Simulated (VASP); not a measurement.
# HC4 in VASP: a series of runs

Runs on HC4. Level: r2SCAN. Tasks: single point.

Everything below comes from runs of VASP 6.6.1. Logs are shortened: lines on timing, memory, paths and dates and some standing lists are left out, and cuts for length are marked.

## 1. The cell of the first run

The cell holds a slab with vacuum, 20 atoms: a = 5.035 Å, b = 2.518 Å, c = 19.733 Å, α = 90.00°, β = 90.00°, γ = 90.00°.

## 2. Single point, r2SCAN

Input file POSCAR:

```
HC4
1.0
    5.0350011261      0.0000000000      0.0000000000
    0.0000000000      2.5175005631      0.0000000000
    0.0000000000      0.0000000000     19.7329018234
C H
16 4
Direct
    0.5000000000      0.5000000000      0.2357689632
    0.0000000000      0.5000000000      0.2357689632
    0.5000000000      0.0000000000      0.2808748918
    0.0000000000      0.0000000000      0.2808748918
    0.7500000000      0.0000000000      0.3259808203
    0.2500000000      0.0000000000      0.3259808203
    0.7500000000      0.5000000000      0.3710867489
    0.2500000000      0.5000000000      0.3710867489
    0.0000000000      0.5000000000      0.4201068857
    0.5000000000      0.5000000000      0.4129474026
    0.0000000000      0.0000000000      0.4680965217
    0.5000000000      0.0000000000      0.4552097770
    0.2684565636      0.0000000000      0.5088687677
    0.7315434364      0.0000000000      0.5088687677
    0.3635160741      0.5000000000      0.5432241188
    0.6364839259      0.5000000000      0.5432241188
    0.6429144453      0.5000000000      0.1982508924
    0.3570855547      0.5000000000      0.1982508924
    0.1423584706      0.5000000000      0.1980631397
   -0.1423584706      0.5000000000      0.1980631397
```

Input file INCAR.step1:

```
SYSTEM = HC4
  ALGO = Normal
  DIPOL = 0.5 0.5 0.354
  EDIFF = 1E-4
  ENCUT = 520
  GGA = PE
  IDIPOL = 3
  ISMEAR = 0
  LASPH = .TRUE.
  LCHARG = .FALSE.
  LDIPOL = .TRUE.
  LREAL = Auto
  LWAVE = .TRUE.
  NBANDS = 50
  NELM = 100
  PREC = Accurate
  SIGMA = 0.05
```

Input file INCAR.step2:

```
SYSTEM = HC4
  ALGO = Normal
  DIPOL = 0.5 0.5 0.354
  EDIFF = 1E-6
  ENCUT = 520
  IDIPOL = 3
  ISIF = 2
  ISMEAR = 0
  ISTART = 1
  LASPH = .TRUE.
  LCHARG = .FALSE.
  LDIPOL = .TRUE.
  LMIXTAU = .TRUE.
  LREAL = Auto
  LWAVE = .FALSE.
  METAGGA = R2SCAN
  NBANDS = 50
  NELM = 100
  PREC = Accurate
  SIGMA = 0.05
```

Input file KPOINTS:

```
k-points
0
G
  5 10 1
  0 0 0
```

Potentials or basis: VASP PAW PBE potentials, release 64 (C, H).

The run is started by

```bash
$ cat potpaw_PBE.64/C/POTCAR potpaw_PBE.64/H/POTCAR > POTCAR
$ cp INCAR.step1 INCAR
$ mpirun -np 1 vasp_std > vasp.out
$ cp INCAR.step2 INCAR
$ mpirun -np 1 vasp_std > vasp.out
```

OUTCAR:

```text
SYSTEM = HC4
   EDIFF = 1E-6
   ENCUT = 520
   ISIF = 2
   ISMEAR = 0
   ISTART = 1
   LASPH = .TRUE.
   LREAL = Auto
   METAGGA = R2SCAN
   NELM = 100
   PREC = Accurate

 ion  position               nearest neighbor table
   1  0.500  0.500  0.236-  17 1.03  18 1.03   3 1.54   3 1.54
   2  0.000  0.500  0.236-  19 1.03  20 1.03   4 1.54   4 1.54
   3  0.500  0.000  0.281-   5 1.54   6 1.54   1 1.54   1 1.54
   4  0.000  0.000  0.281-   5 1.54   6 1.54   2 1.54   2 1.54
   5  0.750  0.000  0.326-   3 1.54   4 1.54   7 1.54   7 1.54
   6  0.250  0.000  0.326-   3 1.54   4 1.54   8 1.54   8 1.54
   7  0.750  0.500  0.371-  10 1.51   5 1.54   5 1.54   9 1.59
   8  0.250  0.500  0.371-  10 1.51   6 1.54   6 1.54   9 1.59
   9  0.000  0.500  0.420-  11 1.58  11 1.58   7 1.59   8 1.59
  10  0.500  0.500  0.413-   7 1.51   8 1.51  12 1.51  12 1.51
  11  0.000  0.000  0.468-  13 1.57  14 1.57   9 1.58   9 1.58
  12  0.500  0.000  0.455-  10 1.51  10 1.51  14 1.57  13 1.57
  13  0.268  0.000  0.509-  15 1.51  15 1.51  11 1.57  12 1.57
  14  0.732  0.000  0.509-  16 1.51  16 1.51  11 1.57  12 1.57
  15  0.364  0.500  0.543-  16 1.37  13 1.51  13 1.51
  16  0.636  0.500  0.543-  15 1.37  14 1.51  14 1.51
  17  0.643  0.500  0.198-   1 1.03
  18  0.357  0.500  0.198-   1 1.03
  19  0.142  0.500  0.198-   2 1.03
  20  0.858  0.500  0.198-   2 1.03

  LATTYP: Found a simple orthorhombic cell.
 ALAT       =     2.5175005631
 B/A-ratio  =     2.0000000000
 C/A-ratio  =     7.8382909274

  Lattice vectors:

 A1 = (   0.0000000000,  -2.5175005631,   0.0000000000)
 A2 = (   5.0350011261,   0.0000000000,   0.0000000000)
 A3 = (   0.0000000000,   0.0000000000,  19.7329018234)

Analysis of symmetry for initial positions (statically):
=====================================================================
 Subroutine PRICEL returns:
 Original cell was already a primitive cell.

 Routine SETGRP: Setting up the symmetry group for a
 simple orthorhombic supercell.

 Subroutine GETGRP returns: Found  4 space group operations
 (whereof  4 operations were pure point group operations)
 out of a pool of  8 trial point group operations.

The static configuration has the point symmetry C_2v.

Analysis of symmetry for dynamics (positions and initial velocities):
=====================================================================
 Subroutine PRICEL returns:
 Original cell was already a primitive cell.

 Routine SETGRP: Setting up the symmetry group for a
 simple orthorhombic supercell.

 Subroutine GETGRP returns: Found  4 space group operations
 (whereof  4 operations were pure point group operations)
 out of a pool of  8 trial point group operations.

The dynamic configuration has the point symmetry C_2v.

 Subroutine INISYM returns: Found  4 space group operations
 (whereof  4 operations are pure point group operations),
 and found     1 'primitive' translations

----------------------------------------------------------------------------------------

                                     Primitive cell

  volume of cell :     250.1267

  direct lattice vectors                    reciprocal lattice vectors
     5.035001126  0.000000000  0.000000000     0.198609687  0.000000000  0.000000000
     0.000000000  2.517500563  0.000000000     0.000000000  0.397219375  0.000000000
     0.000000000  0.000000000 19.732901823     0.000000000  0.000000000  0.050676784

  length of vectors
     5.035001126  2.517500563 19.732901823     0.198609687  0.397219375  0.050676784

  position of ions in fractional coordinates (direct lattice)
     0.500000000  0.500000000  0.235768963
     0.000000000  0.500000000  0.235768963
     0.500000000  0.000000000  0.280874892
     0.000000000  0.000000000  0.280874892
     0.750000000  0.000000000  0.325980820
     0.250000000  0.000000000  0.325980820
[... 12 lines left out ...]
     0.142358471  0.500000000  0.198063140
     0.857641529  0.500000000  0.198063140

  ion indices of the primitive-cell ions
   primitive index   ion index
                 1           1
                 2           2
                 3           3
                 4           4
                 5           5
                 6           6
[... 12 lines left out ...]
                19          19
                20          20

----------------------------------------------------------------------------------------

 KPOINTS: k-points

Automatic generation of k-mesh.
 Grid dimensions read from file:
 generate k-points for:    5   10    1

 Generating k-lattice:

  Cartesian coordinates                     Fractional coordinates (reciprocal lattice)
     0.039721937  0.000000000  0.000000000     0.200000000  0.000000000  0.000000000
     0.000000000  0.039721937  0.000000000     0.000000000  0.100000000  0.000000000
     0.000000000  0.000000000  0.050676784     0.000000000  0.000000000  1.000000000

  Length of vectors
     0.039721937  0.039721937  0.050676784

  Shift w.r.t. Gamma in fractional coordinates (k-lattice)
     0.000000000  0.000000000  0.000000000

 Subroutine IBZKPT returns following result:
 ===========================================

 Found     18 irreducible k-points:

 Following reciprocal coordinates:
            Coordinates               Weight
  0.000000  0.000000  0.000000      1.000000
  0.200000  0.000000  0.000000      2.000000
  0.400000  0.000000  0.000000      2.000000
  0.000000  0.100000  0.000000      2.000000
  0.200000  0.100000  0.000000      4.000000
  0.400000  0.100000  0.000000      4.000000
[... 10 lines left out ...]
  0.200000  0.500000  0.000000      2.000000
  0.400000  0.500000  0.000000      2.000000
   k-points           NKPTS =     18   k-points in BZ     NKDIM =     18   number of bands    NBANDS=     50
   number of dos      NEDOS =    301   number of ions     NIONS =     20
   total plane-waves  NPLWV = 120000
   dimension x,y,z NGX =    40 NGY =   20 NGZ =  150
   dimension x,y,z NGXF=    80 NGYF=   40 NGZF=  300
   ions per type =              16   4
   NGX,Y,Z   is equivalent  to a cutoff of  13.21, 13.21, 12.64 a.u.
   NGXF,Y,Z  is equivalent  to a cutoff of  26.41, 26.41, 25.27 a.u.
 SYSTEM =  HC4
   PREC   = accura    normal or accurate (medium, high low for compatibility)
   ISTART =      1    job   : 0-new  1-cont  2-samecut
   ICHARG =      0    charge: 1-file 2-atom 10-const
   ISPIN  =      1    spin polarized calculation?
   LNONCOLLINEAR =      F non collinear calculations
   LSORBIT =      F    spin-orbit coupling
   LASPH  =      T    aspherical Exc in radial PAW
   ENCUT  =  520.0 eV  38.22 Ry    6.18 a.u.   9.36  4.68 36.69*2*pi/ulx,y,z
   NELM   =    100;   NELMIN=  2; NELMDL=  0     # of ELM steps
   EDIFF  = 0.1E-05   stopping-criterion for ELM
   LREAL  =      T    real-space projection
   EDIFFG = 0.1E-04   stopping-criterion for IOM
   NSW    =      0    number of steps for IOM
   IBRION =     -1    ionic relax: 0-MD 1-quasi-New 2-CG
   NFREE  =      0    steps in history (QN), initial steepest desc. (CG)
   ISIF   =      2    stress and relaxation
   ISYM   =      2    0-nonsym 1-usesym 2-fastsym
   POTIM  = 0.5000    time-step for ionic-motion
   TEBEG  =    0.0;   TEEND  =   0.0 temperature during run
   PSTRESS=    0.0 pullay stress
   NELECT =      68.0000    total number of electrons
   NUPDOWN=      -1.0000    fix difference up-down
   EMIN   =  10.00;   EMAX   =-10.00  energy-range for DOS
   EFERMI =   0.00;   METHOD = LEGACY
   ISMEAR =     0;   SIGMA  =   0.05  broadening in eV -4-tet -1-fermi 0-gaus
   EFERMI_NEDOS =   21; number of points for ismear=-14 and -15
   IALGO  =     38    algorithm
   IMIX   =      4    mixing-type and parameters
     AMIX     =   0.40;   BMIX     =  1.00
     AMIX_MAG =   1.60;   BMIX_MAG =  1.00
  volume/ion in A,a.u.               =      12.51        84.40
  Fermi-wavevector in a.u.,A,eV,Ry     =   1.060534  2.004118 15.302901  1.124732
  Thomas-Fermi vector in A             =   2.195918
   LORBIT       =      0    0 simple, 1 ext, 2 COOP (PROOUT), +10 PAW based schemes
   METAGGA = R2SCAN    functional components
   LHFCALC =     F    Hartree Fock is set to
   AEXX    =    0.0000 exact exchange contribution
   IVDW    =     0    specifies the selected vdW correction
   LEPSILON=     F    determine dielectric tensor
   LRPA    =     F    only Hartree local field effects (RPA)
 non-spin polarized calculation
 Gauss-broadening in eV      SIGMA  =   0.05
  energy-cutoff  :      520.00
  volume of cell :      250.13
 maximum number of plane-waves:      6791
 NGX is ok and might be reduce to    40
   NGX = 19   NGY =  9   NGZ = 73

 number of electron      68.0000009 magnetization

 dipolmoment           0.000000      0.000000      0.268392 electrons x Angstroem

 Free energy of the ion-electron system (eV)
  ---------------------------------------------------
  ext. energy  EPLUGINS =         0.00000000
  ---------------------------------------------------
  free energy    TOTEN  =      -163.68707621 eV

  energy without entropy =     -163.68707621  energy(sigma->0) =     -163.68707621

 E-fermi :   1.5855     XC(G=0):  -6.3065

 val. band max:        1.3329281078   @ k =   0.4000   0.1000   0.0000
 cond. band min:       2.8446221485   @ k =   0.4000   0.5000   0.0000
 fundamental gap:      1.5116940407
 Fermi energy:         1.5854923201

 k-point     1 :       0.0000    0.0000    0.0000
  band No.  band energies     occupation
      1     -21.1835      2.00000
      2     -20.0002      2.00000
      3     -18.0304      2.00000
      4     -16.4297      2.00000
      5     -16.3970      2.00000
      6     -15.7575      2.00000
[... 38 lines left out ...]
     45       8.0955      0.00000
     46       8.1395      0.00000
[... 791 lines left out ...]
      5     -14.6676      2.00000
      6     -14.4050      2.00000
[... 38 lines left out ...]
     45       9.6897      0.00000
     46       9.8014      0.00000
 [bands above 46 left out]

------------------------ aborting loop because EDIFF is reached ----------------------------------------

 vacuum level on the upper side and lower side of the slab       (xc-potential included)         1.829        -1.890

  FORCE on cell =-STRESS in cart. coord.  units (eV):
  Direction    XX          YY          ZZ          XY          YZ          ZX
  --------------------------------------------------------------------------------------
  -------------------------------------------------------------------------------------
  Total       27.6948303      6.0382121     -2.9074034      0.0000000      0.0000000      0.0000000
  in kB      177.3981911     38.6775398    -18.6232629      0.0000000      0.0000000      0.0000000
  external PRESSURE =      65.8174893 kB  Pullay stress =       0.0000000 kB

 VOLUME and BASIS-vectors are now :
 -----------------------------------------------------------------------------
  energy-cutoff  :      520.00
  volume of cell :      250.13
      direct lattice vectors                 reciprocal lattice vectors
     5.035001126  0.000000000  0.000000000     0.198609687  0.000000000  0.000000000
     0.000000000  2.517500563  0.000000000     0.000000000  0.397219375  0.000000000
     0.000000000  0.000000000 19.732901823     0.000000000  0.000000000  0.050676784

 POSITION                                       TOTAL-FORCE (eV/Angst)
 -----------------------------------------------------------------------------------
      2.51750      1.25875      4.65241         0.000000     -0.000000      1.905417
      0.00000      1.25875      4.65241         0.000000     -0.000000      1.801865
      2.51750      0.00000      5.54248         0.000000     -0.000000     -1.601409
      0.00000      0.00000      5.54248         0.000000     -0.000000     -1.744550
      3.77625      0.00000      6.43255         0.666381     -0.000000     -0.055567
      1.25875      0.00000      6.43255        -0.666381      0.000000     -0.055567
[... 12 lines left out ...]
      0.71678      1.25875      3.90836         0.056925     -0.000000     -0.056638
      4.31823      1.25875      3.90836        -0.056925     -0.000000     -0.056638
 -----------------------------------------------------------------------------------
    total drift:                               -0.000000      0.000000      0.000323

  FREE ENERGIE OF THE ION-ELECTRON SYSTEM (eV)
  ---------------------------------------------------
  free  energy   TOTEN  =      -163.6870762076 eV

  energy  without entropy=     -163.6870762076  energy(sigma->0) =     -163.68707621

 vacuum level on the upper side and lower side of the slab         7.156         3.336
```

Run time: 18 min. Hardware: 1 thread of AMD EPYC 9R45 (Zen 5), shared host; peak memory 0.4 GiB.

Results:

```yaml
Free_energy: -163.6871 eV
Largest_force: 1.905 eV/Å
Band_gap_on_the_k_mesh: 1.51 eV (least direct gap 1.87 eV)
```

Forces on the atoms (eV/Å):
```
C    0.000  0.000  1.905
C    0.000  0.000  1.802
C    0.000  0.000 -1.601
C    0.000  0.000 -1.745
C    0.666  0.000 -0.056
C   -0.666  0.000 -0.056
C    0.706  0.000 -0.072
C   -0.706  0.000 -0.072
C    0.000  0.000 -0.021
C    0.000  0.000  0.009
C    0.000  0.000  0.030
C    0.000  0.000 -0.021
C   -0.058  0.000  0.000
C    0.058  0.000  0.000
C   -0.076  0.000  0.056
C    0.076  0.000  0.056
H    0.057  0.000 -0.051
H   -0.057  0.000 -0.051
H    0.057  0.000 -0.057
H   -0.057  0.000 -0.057
```

Caveat: the PAW data sets were made with another functional, which shifts forces and pressure a little.

(Continued in part 2 of 2.)
